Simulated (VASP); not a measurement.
Here is a VASP 6.6.1 calculation.

The input INCAR:

```
SYSTEM = Ti
  ALGO = Normal
  EDIFF = 1E-6
  EDIFFG = -0.005
  ENCUT = 600
  IBRION = 2
  ISIF = 3
  ISMEAR = -1
  LASPH = .True.
  LCHARG = .False.
  LREAL = .False.
  LWAVE = .False.
  NELM = 100
  NSW = 32
  PREC = Accurate
  PSTRESS = 750.0
  SIGMA = 0.05
```

Contents of KPOINTS:

```
k-points
0
Gamma
  19 19 19
  0 0 0
```

POSCAR

```
Ti
1.0
   -1.4012710979      1.4012710979      1.4012710979
    1.4012710979     -1.4012710979      1.4012710979
    1.4012710979      1.4012710979     -1.4012710979
Ti
1
Direct
    0.0000000000      0.0000000000      0.0000000000
```

Potentials or basis: VASP PAW LDA potentials, release 64 (Ti_sv).

The run is started by

```bash
$ cat potpaw_LDA.64/Ti_sv/POTCAR > POTCAR
$ mpirun -np 1 vasp_std > vasp.out
```

**Question.** What does it give for the band gap on the k mesh?

**Answer.** Zero (band 6 reaches 14.74 eV, above the bottom of band 7 at 12.51 eV).

**Question.** What does it give for the space group after relaxing (to 0.05 Å)?

**Answer.** Im-3m (No. 229).

**Question.** Predict the relaxed cell.

**Answer.** a = 2.426 Å, b = 2.426 Å, c = 2.426 Å, α = 109.47°, β = 109.47°, γ = 109.47°.

Final structure:
```
Ti
1.0
    -1.40072    1.40072    1.40072
     1.40072   -1.40072    1.40072
     1.40072    1.40072   -1.40072
Ti
1
Direct
  0.00000 0.00000 0.00000
```

Caveat: the cell is relaxed towards a set pressure, so the enthalpy falls and the energy may rise.
